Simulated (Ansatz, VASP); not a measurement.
**CdO: VASP beside Ansatz**

Contents of POSCAR:

```
CdO
1.0
    2.4000796558      2.4000796558      0.0000000000
   -2.4000796558      2.4000796558      0.0000000000
    0.0000000000      0.0000000000      4.8001593116
Cd O
2 2
Direct
    0.0000000000      0.0000000000      0.0000000000
    0.5000000000      0.5000000000      0.5000000000
    0.5000000000      0.5000000000      0.0000000000
    0.0000000000      0.0000000000      0.5000000000
```

Contents of INCAR.step1:

```
PREC     = Accurate       # precision mode
ENCUT    = 660            # plane-wave cutoff, eV
ISMEAR   = 0              # smearing method
SIGMA    = 0.1            # smearing width, eV
LREAL    = False          # projectors in reciprocal space
LASPH    = True           # aspherical terms in the spheres
NELM     = 120            # most SCF steps
NBANDS   = 26             # bands
GGA      = PE             # functional
ALGO     = Normal         # electronic algorithm
EDIFF    = 1E-5           # SCF threshold, eV
LWAVE    = True           # write WAVECAR
LCHARG   = False          # write CHGCAR
GGA_COMPAT= False
```

Contents of INCAR.step2:

```
PREC     = Accurate       # precision mode
ENCUT    = 660            # plane-wave cutoff, eV
EDIFF    = 1E-6           # SCF threshold, eV
ISMEAR   = 0              # smearing method
SIGMA    = 0.1            # smearing width, eV
LREAL    = False          # projectors in reciprocal space
LASPH    = True           # aspherical terms in the spheres
NELM     = 120            # most SCF steps
ALGO     = Normal         # electronic algorithm
ISIF     = 2              # what is computed and relaxed
LWAVE    = False          # write WAVECAR
LCHARG   = False          # write CHGCAR
METAGGA  = R2SCAN         # meta-GGA
LMIXTAU  = True         
NBANDS   = 26             # bands
ISTART   = 1            
GGA_COMPAT= False
```

Contents of KPOINTS:

```
regular mesh
0
Gamma
  16 16 12
```

Input for Ansatz:

```yaml
crystal:
  lattice:
    - [2.4000796558, 2.4000796558, 0.0]
    - [-2.4000796558, 2.4000796558, 0.0]
    - [0.0, 0.0, 4.8001593116]
  atoms:
    - { symbol: Cd, position: [0.0, 0.0, 0.0] }
    - { symbol: Cd, position: [0.5, 0.5, 0.5] }
    - { symbol: O, position: [0.5, 0.5, 0.0] }
    - { symbol: O, position: [0.0, 0.0, 0.5] }
basis:
  ecutwfc: 500
kpoints:
  mp_grid: { grid: [16, 16, 12] }
hamiltonian:
  xc: r2scan
scf:
  occupations: { method: gaussian, width: 0.1 }
output:
  forces: true
  stress: true
  eigenvalues: true
  write_density: true
  write_potential: true
  elf: true
  volumetric_format: npy
```

Change from the starting cell: equal strain along all axes, cell held, atoms relaxed: +2.0 %.

Alike in both runs: task single point; functional r2SCAN; k mesh 16 × 16 × 12; occupations gaussian, width 0.1 eV; no spin polarisation.

|  | VASP | Ansatz |
| --- | --- | --- |
| version | VASP 6.6.1 | Ansatz 0.2.0 |
| potentials or method | VASP PAW PBE potentials, release 64 (Cd, O), cutoff 660 eV | scalar-relativistic, plane waves, PAW |
| valence electrons in the cell | 36 | 52 |

```tsv
	VASP	Ansatz	Ansatz less VASP
gap on the k mesh at the Fermi level (eV)	none	none	-
pressure (GPa)	-6.5	-7.7	-1.13
```

VASP's potentials were made for PBE, not for r2SCAN. A gap of «none» marks a metal or a gap that the smearing closes. VASP's potentials hold 36 valence electrons a cell and Ansatz's 52, so a difference there can come from the potentials and not from the codes.
